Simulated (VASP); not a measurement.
Write the native input for VASP 6.6.1 that does the following.

```yaml
Task: single point
Functional: HSE06
Potentials_or_basis: VASP PAW PBE potentials, release 64 (Cd, Se)
Cutoff: 620 eV
k_mesh: 6 × 6 × 6
Occupations: gaussian, width 0.03 eV
Spin: no spin polarisation
Tolerance_level: standard
Purpose: forces
Further_INCAR_settings: ALGO = Normal; EDIFF = 1e-06; NBANDS = 19
Share_of_exact_exchange: 0.25
Grid_for_exact_exchange_PRECFOCK: Accurate
Screening_parameter: 0.2 1/Å
```

Crystal: CdSe.

```xyz
2
Lattice="0.0000 3.0703 3.1010 3.0703 0.0000 3.1010 3.0703 3.0703 0.0000" Properties=species:S:1:pos:R:3 pbc="T T T"
Cd    0.0000    0.0000    0.0000
Se    1.5351    1.5351    1.6313
```

This cell differs from its parent crystal: last atom moved by 0.08 Å along z, cell strained by +1.0% along z.

The input as run:

POSCAR

```
CdSe
1.0
    0.0000000000      3.0702711986      3.1009739106
    3.0702711986      0.0000000000      3.1009739106
    3.0702711986      3.0702711986      0.0000000000
Cd Se
1 1
Direct
    0.0000000000      0.0000000000      0.0000000000
    0.2630281700      0.2630281700      0.2369718300
```

INCAR.step1

```
SYSTEM = CdSe
ISMEAR = 0
SIGMA = 0.03
LWAVE = .True.
LCHARG = .False.
ISIF = 2
PREC = Accurate
LASPH = .True.
LREAL = .False.
ALGO = Normal
EDIFF = 1E-5
NELM = 120
GGA_COMPAT = .False.
ENCUT = 620
EFERMI = MIDGAP
GGA = PE
KPAR = 8
NBANDS = 19
```

INCAR.step2

```
SYSTEM = CdSe
GGA = PE
LHFCALC = .True.
HFSCREEN = 0.2
ISMEAR = 0
SIGMA = 0.03
LWAVE = .False.
LCHARG = .False.
ISIF = 2
PREC = Accurate
LASPH = .True.
LREAL = .False.
ALGO = Normal
EDIFF = 1E-6
NELM = 120
GGA_COMPAT = .False.
ENCUT = 620
EFERMI = MIDGAP
PRECFOCK = Accurate
ISTART = 1
KPAR = 8
NBANDS = 19
```

KPOINTS

```
Automatic mesh
0
Gamma
  6 6 6
  0 0 0
```

Potentials or basis: VASP PAW PBE potentials, release 64 (Cd, Se).

Launch:

```console
$ cat potpaw_PBE.64/Cd/POTCAR potpaw_PBE.64/Se/POTCAR > POTCAR
$ cp INCAR.step1 INCAR
$ mpirun -np 8 vasp_std > vasp.out
$ cp INCAR.step2 INCAR
$ mpirun -np 8 vasp_std > vasp.out
```

Results of the run:

| Quantity | Value |
| --- | --- |
| Pressure | -0.2 GPa |
| Largest force | 0.360 eV/Å |
| Band gap on the k mesh | 1.42 eV |

Caveat: the cell differs from its parent crystal (last atom moved by 0.08 Å along z, cell strained by +1.0% along z); the PAW data sets were made with another functional, which shifts forces and pressure a little.

Run time: 47 min on 8 MPI ranks on AMD EPYC 9R45 96-Core Processor (Zen 5), with other jobs on the host, peak memory 0.39 GiB a rank.
